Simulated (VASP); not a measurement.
# As in VASP: single point with LDA

Aim: the single point of As with LDA.

All numbers are computed with VASP 6.6.1; they aren't measurements. Logs are shortened: lines on timing, memory, paths and dates and some standing lists are left out, and cuts for length are marked.

**1. The cell of the first run**

The cell holds a slab with vacuum, 8 atoms: a = 3.650 Å, b = 4.470 Å, c = 27.920 Å, α = 90.00°, β = 90.00°, γ = 90.00°.

**2. Single point, LDA**

INCAR reads:

```
SYSTEM = As
PREC = Accurate
ENCUT = 520
EDIFF = 1E-6
ISMEAR = 0
SIGMA = 0.1
LREAL = .False.
LASPH = .True.
NELM = 80
ALGO = Normal
ISIF = 2
LWAVE = .False.
LCHARG = .False.
LDIPOL = .True.
IDIPOL = 3
DIPOL = 0.5 0.5 0.497
GGA = CA
NBANDS = 30
```

KPOINTS reads:

```
regular mesh
0
Gamma
  7 6 1
  0 0 0
```

POSCAR reads:

```
As
1.0
    3.6500000000      0.0000000000      0.0000000000
    0.0000000000      4.4700000000      0.0000000000
    0.0000000000      0.0000000000     27.9200001152
As
8
Direct
    0.5000000000      0.9400000000      0.3581661876
    0.0000000000      0.5600000000      0.3581661876
    0.5000000000      0.0600000000      0.4448424073
    0.0000000000      0.4400000000      0.4448424073
    0.0000000000      0.9369686258      0.5497749066
    0.5000000000      0.5630313742      0.5497749066
    0.0000000000      0.0631888443      0.6354583148
    0.5000000000      0.4368111557      0.6354583148
```

Potentials or basis: VASP PAW LDA potentials, release 64 (As).

On the command line:

```console
> cat potpaw_LDA.64/As/POTCAR > POTCAR
> mpirun -np 1 vasp_std > vasp.out
```

OUTCAR:

```text
SYSTEM = As
   PREC = Accurate
   ENCUT = 520
   EDIFF = 1E-6
   ISMEAR = 0
   LREAL = .False.
   LASPH = .True.
   NELM = 80
   ISIF = 2
   GGA = CA

 ion  position               nearest neighbor table
   1  0.500  0.940  0.358-   3 2.48   2 2.49   2 2.49
   2  0.000  0.560  0.358-   4 2.48   1 2.49   1 2.49
   3  0.500  0.060  0.445-   1 2.48   4 2.49   4 2.49
   4  0.000  0.440  0.445-   2 2.48   3 2.49   3 2.49
   5  0.000  0.937  0.550-   7 2.46   6 2.47   6 2.47
   6  0.500  0.563  0.550-   8 2.46   5 2.47   5 2.47
   7  0.000  0.063  0.635-   5 2.46   8 2.47   8 2.47
   8  0.500  0.437  0.635-   6 2.46   7 2.47   7 2.47

  LATTYP: Found a simple orthorhombic cell.
 ALAT       =     3.6500000000
 B/A-ratio  =     1.2246575342
 C/A-ratio  =     7.6493151001

  Lattice vectors:

 A1 = (   3.6500000000,   0.0000000000,   0.0000000000)
 A2 = (   0.0000000000,   4.4700000000,   0.0000000000)
 A3 = (   0.0000000000,   0.0000000000,  27.9200001152)

Analysis of symmetry for initial positions (statically):
=====================================================================
 Subroutine PRICEL returns:
 Original cell was already a primitive cell.

 Routine SETGRP: Setting up the symmetry group for a
 simple orthorhombic supercell.

 Subroutine GETGRP returns: Found  4 space group operations
 (whereof  2 operations were pure point group operations)
 out of a pool of  8 trial point group operations.

The static configuration has the point symmetry C_1h.
 The point group associated with its full space group is C_2v.

Analysis of symmetry for dynamics (positions and initial velocities):
=====================================================================
 Subroutine PRICEL returns:
 Original cell was already a primitive cell.

 Routine SETGRP: Setting up the symmetry group for a
 simple orthorhombic supercell.

 Subroutine GETGRP returns: Found  4 space group operations
 (whereof  2 operations were pure point group operations)
 out of a pool of  8 trial point group operations.

The dynamic configuration has the point symmetry C_1h.
 The point group associated with its full space group is C_2v.

 Subroutine INISYM returns: Found  4 space group operations
 (whereof  2 operations are pure point group operations),
 and found     1 'primitive' translations

----------------------------------------------------------------------------------------

                                     Primitive cell

  volume of cell :     455.5288

  direct lattice vectors                    reciprocal lattice vectors
     3.650000000  0.000000000  0.000000000     0.273972603  0.000000000  0.000000000
     0.000000000  4.470000000  0.000000000     0.000000000  0.223713647  0.000000000
     0.000000000  0.000000000 27.920000115     0.000000000  0.000000000  0.035816619

  length of vectors
     3.650000000  4.470000000 27.920000115     0.273972603  0.223713647  0.035816619

  position of ions in fractional coordinates (direct lattice)
     0.500000000  0.940000000  0.358166188
     0.000000000  0.560000000  0.358166188
     0.500000000  0.060000000  0.444842407
     0.000000000  0.440000000  0.444842407
     0.000000000  0.936968626  0.549774907
     0.500000000  0.563031374  0.549774907
     0.000000000  0.063188844  0.635458315
     0.500000000  0.436811156  0.635458315

  ion indices of the primitive-cell ions
   primitive index   ion index
                 1           1
                 2           2
                 3           3
                 4           4
                 5           5
                 6           6
                 7           7
                 8           8

----------------------------------------------------------------------------------------

 KPOINTS: regular mesh

Automatic generation of k-mesh.
 Grid dimensions read from file:
 generate k-points for:    7    6    1

 Generating k-lattice:

  Cartesian coordinates                     Fractional coordinates (reciprocal lattice)
     0.039138943  0.000000000  0.000000000     0.142857143  0.000000000  0.000000000
     0.000000000  0.037285608  0.000000000     0.000000000  0.166666667  0.000000000
     0.000000000  0.000000000  0.035816619     0.000000000  0.000000000  1.000000000

  Length of vectors
     0.039138943  0.037285608  0.035816619

  Shift w.r.t. Gamma in fractional coordinates (k-lattice)
     0.000000000  0.000000000  0.000000000

 Subroutine IBZKPT returns following result:
 ===========================================

 Found     16 irreducible k-points:

 Following reciprocal coordinates:
            Coordinates               Weight
  0.000000  0.000000  0.000000      1.000000
  0.142857  0.000000  0.000000      2.000000
  0.285714  0.000000  0.000000      2.000000
  0.428571  0.000000  0.000000      2.000000
  0.000000  0.166667  0.000000      2.000000
  0.142857  0.166667  0.000000      4.000000
[... 8 lines left out ...]
  0.285714  0.500000  0.000000      2.000000
  0.428571  0.500000  0.000000      2.000000
   k-points           NKPTS =     16   k-points in BZ     NKDIM =     16   number of bands    NBANDS=     30
   number of dos      NEDOS =    301   number of ions     NIONS =      8
   total plane-waves  NPLWV = 211680
   dimension x,y,z NGX =    28 NGY =   36 NGZ =  210
   dimension x,y,z NGXF=    56 NGYF=   72 NGZF=  420
   ions per type =               8
   NGX,Y,Z   is equivalent  to a cutoff of  12.75, 13.39, 12.50 a.u.
   NGXF,Y,Z  is equivalent  to a cutoff of  25.51, 26.78, 25.01 a.u.
 SYSTEM =  As
   PREC   = accura    normal or accurate (medium, high low for compatibility)
   ISTART =      0    job   : 0-new  1-cont  2-samecut
   ICHARG =      2    charge: 1-file 2-atom 10-const
   ISPIN  =      1    spin polarized calculation?
   LNONCOLLINEAR =      F non collinear calculations
   LSORBIT =      F    spin-orbit coupling
   LASPH  =      T    aspherical Exc in radial PAW
   ENCUT  =  520.0 eV  38.22 Ry    6.18 a.u.   6.79  8.31 51.91*2*pi/ulx,y,z
   NELM   =     80;   NELMIN=  2; NELMDL= -5     # of ELM steps
   EDIFF  = 0.1E-05   stopping-criterion for ELM
   LREAL  =      F    real-space projection
   EDIFFG = 0.1E-04   stopping-criterion for IOM
   NSW    =      0    number of steps for IOM
   IBRION =     -1    ionic relax: 0-MD 1-quasi-New 2-CG
   NFREE  =      0    steps in history (QN), initial steepest desc. (CG)
   ISIF   =      2    stress and relaxation
   ISYM   =      2    0-nonsym 1-usesym 2-fastsym
   POTIM  = 0.5000    time-step for ionic-motion
   TEBEG  =    0.0;   TEEND  =   0.0 temperature during run
   PSTRESS=    0.0 pullay stress
   NELECT =      40.0000    total number of electrons
   NUPDOWN=      -1.0000    fix difference up-down
   EMIN   =  10.00;   EMAX   =-10.00  energy-range for DOS
   EFERMI =   0.00;   METHOD = LEGACY
   ISMEAR =     0;   SIGMA  =   0.10  broadening in eV -4-tet -1-fermi 0-gaus
   EFERMI_NEDOS =   21; number of points for ismear=-14 and -15
   IALGO  =     38    algorithm
   IMIX   =      4    mixing-type and parameters
     AMIX     =   0.40;   BMIX     =  1.00
     AMIX_MAG =   1.60;   BMIX_MAG =  1.00
  volume/ion in A,a.u.               =      56.94       384.26
  Fermi-wavevector in a.u.,A,eV,Ry     =   0.727651  1.375060  7.203950  0.529475
  Thomas-Fermi vector in A             =   1.818927
   LORBIT       =      0    0 simple, 1 ext, 2 COOP (PROOUT), +10 PAW based schemes
   GGA     = CA    functional components
   LHFCALC =     F    Hartree Fock is set to
   AEXX    =    0.0000 exact exchange contribution
   IVDW    =     0    specifies the selected vdW correction
   LEPSILON=     F    determine dielectric tensor
   LRPA    =     F    only Hartree local field effects (RPA)
 non-spin polarized calculation
 Gauss-broadening in eV      SIGMA  =   0.10
  energy-cutoff  :      520.00
  volume of cell :      455.53
 maximum number of plane-waves:     12302
 NGX is ok and might be reduce to    28
   NGX = 13   NGY = 17   NGZ =103

 number of electron      39.9999997 magnetization

 dipolmoment           0.000000      0.000000     -0.000412 electrons x Angstroem

 Free energy of the ion-electron system (eV)
  ---------------------------------------------------
  ext. energy  EPLUGINS =         0.00000000
  ---------------------------------------------------
  free energy    TOTEN  =       -42.24807768 eV

  energy without entropy =      -42.24625640  energy(sigma->0) =      -42.24716704

 E-fermi :  -0.8047     XC(G=0):  -4.3097

 val. band max:       -0.8773177956   @ k =   0.0000   0.0000   0.0000
 cond. band min:      -0.7373441999   @ k =   0.0000   0.0000   0.0000
 fundamental gap:      0.1399735957
 Fermi energy:        -0.8047351479

 k-point     1 :       0.0000    0.0000    0.0000
  band No.  band energies     occupation
      1     -15.6618      2.00000
      2     -15.3821      2.00000
      3     -13.5144      2.00000
      4     -13.0211      2.00000
      5     -10.2782      2.00000
      6     -10.1400      2.00000
[... 22 lines left out ...]
     29       3.2409      0.00000
     30       3.3441      0.00000

 k-point     2 :       0.1429    0.0000    0.0000
  band No.  band energies     occupation
      1     -15.4602      2.00000
      2     -15.1834      2.00000
      3     -13.3031      2.00000
      4     -12.8128      2.00000
      5     -10.5435      2.00000
      6     -10.4359      2.00000
[... 22 lines left out ...]
     29       3.1137      0.00000
     30       3.4687      0.00000

 k-point     3 :       0.2857    0.0000    0.0000
  band No.  band energies     occupation
      1     -14.8651      2.00000
      2     -14.5978      2.00000
      3     -12.6754      2.00000
      4     -12.1959      2.00000
      5     -11.4265      2.00000
      6     -11.2929      2.00000
[... 22 lines left out ...]
     29       2.3222      0.00000
     30       2.7379      0.00000

 k-point     4 :       0.4286    0.0000    0.0000
  band No.  band energies     occupation
      1     -13.9119      2.00000
      2     -13.6653      2.00000
      3     -12.6916      2.00000
      4     -12.4865      2.00000
      5     -11.6540      2.00000
      6     -11.2005      2.00000
[... 22 lines left out ...]
     29       1.4267      0.00000
     30       2.1597      0.00000

 k-point     5 :       0.0000    0.1667    0.0000
  band No.  band energies     occupation
      1     -15.5034      2.00000
      2     -15.2295      2.00000
      3     -13.5099      2.00000
      4     -13.1169      2.00000
      5     -10.5214      2.00000
      6     -10.4639      2.00000
[... 22 lines left out ...]
     29       3.4374      0.00000
     30       3.4816      0.00000
[... 262 lines left out ...]
     29       1.6997      0.00000
     30       1.7193      0.00000

 k-point    14 :       0.1429    0.5000    0.0000
  band No.  band energies     occupation
      1     -14.2101      2.00000
      2     -14.1516      2.00000
      3     -14.0178      2.00000
      4     -13.9520      2.00000
      5     -10.3987      2.00000
      6     -10.3868      2.00000
[... 22 lines left out ...]
     29       2.6756      0.00000
     30       2.6953      0.00000

 k-point    15 :       0.2857    0.5000    0.0000
  band No.  band energies     occupation
      1     -13.6982      2.00000
      2     -13.6462      2.00000
      3     -13.5147      2.00000
      4     -13.4566      2.00000
      5     -10.3751      2.00000
      6     -10.3689      2.00000
[... 22 lines left out ...]
     29       4.2297      0.00000
     30       4.2502      0.00000

 k-point    16 :       0.4286    0.5000    0.0000
  band No.  band energies     occupation
      1     -13.0605      2.00000
      2     -13.0294      2.00000
      3     -12.9101      2.00000
      4     -12.8762      2.00000
      5     -10.6874      2.00000
      6     -10.6792      2.00000
[... 22 lines left out ...]
     29       4.4013      0.00000
     30       4.4115      0.00000

------------------------ aborting loop because EDIFF is reached ----------------------------------------

 vacuum level on the upper side and lower side of the slab       (xc-potential included)        -0.157        -0.153

  FORCE on cell =-STRESS in cart. coord.  units (eV):
  Direction    XX          YY          ZZ          XY          YZ          ZX
  --------------------------------------------------------------------------------------
  -------------------------------------------------------------------------------------
  Total       -0.0788162     -1.6358543     -0.3674779      0.0000000      0.0000000      0.0000000
  in kB       -0.2772108     -5.7535966     -1.2924865      0.0000000      0.0000000      0.0000000
  external PRESSURE =      -2.4410980 kB  Pullay stress =       0.0000000 kB

 VOLUME and BASIS-vectors are now :
 -----------------------------------------------------------------------------
  energy-cutoff  :      520.00
  volume of cell :      455.53
      direct lattice vectors                 reciprocal lattice vectors
     3.650000000  0.000000000  0.000000000     0.273972603  0.000000000  0.000000000
     0.000000000  4.470000000  0.000000000     0.000000000  0.223713647  0.000000000
     0.000000000  0.000000000 27.920000115     0.000000000  0.000000000  0.035816619

 POSITION                                       TOTAL-FORCE (eV/Angst)
 -----------------------------------------------------------------------------------
      1.82500      4.20180     10.00000         0.000000     -0.143751      0.126876
      0.00000      2.50320     10.00000         0.000000      0.143751      0.126876
      1.82500      0.26820     12.42000         0.000000      0.134506     -0.123886
      0.00000      1.96680     12.42000         0.000000     -0.134506     -0.123886
      0.00000      4.18825     15.34972         0.000000      0.057163     -0.058700
      1.82500      2.51675     15.34972         0.000000     -0.057163     -0.058700
      0.00000      0.28245     17.74200         0.000000     -0.065323      0.055711
      1.82500      1.95255     17.74200         0.000000      0.065323      0.055711
 -----------------------------------------------------------------------------------
    total drift:                                0.000000      0.000000      0.000255

  FREE ENERGIE OF THE ION-ELECTRON SYSTEM (eV)
  ---------------------------------------------------
  free  energy   TOTEN  =       -42.2480776756 eV

  energy  without entropy=      -42.2462563989  energy(sigma->0) =      -42.24716704

 vacuum level on the upper side and lower side of the slab         3.556         3.560
```

Wall time 6.6 min (1 thread of Intel Xeon Platinum 8259CL at 2.50GHz (Skylake/Cascade Lake), shared host); peak memory 0.44 GiB.

Results:

* Free energy: -42.2481 eV
* Largest force: 0.192 eV/Å
* Band gap on the k mesh: 0.14 eV, direct

Forces on the atoms (eV/Å):
```
As   0.000 -0.144  0.127
As   0.000  0.144  0.127
As   0.000  0.135 -0.124
As   0.000 -0.135 -0.124
As   0.000  0.057 -0.059
As   0.000 -0.057 -0.059
As   0.000 -0.065  0.056
As   0.000  0.065  0.056
```

Levels at points of the mesh, in eV from the valence-band top:
```
           k point  band 17  band 18  band 19  band 20  band 21  band 22  band 23  band 24
(0.00, 0.00, 0.00)    -1.73    -1.34    -0.72     0.00     0.14     1.52     1.75     1.94
(0.00, 0.50, 0.00)    -0.98    -0.97    -0.65    -0.63     1.14     1.15     1.45     1.46
```
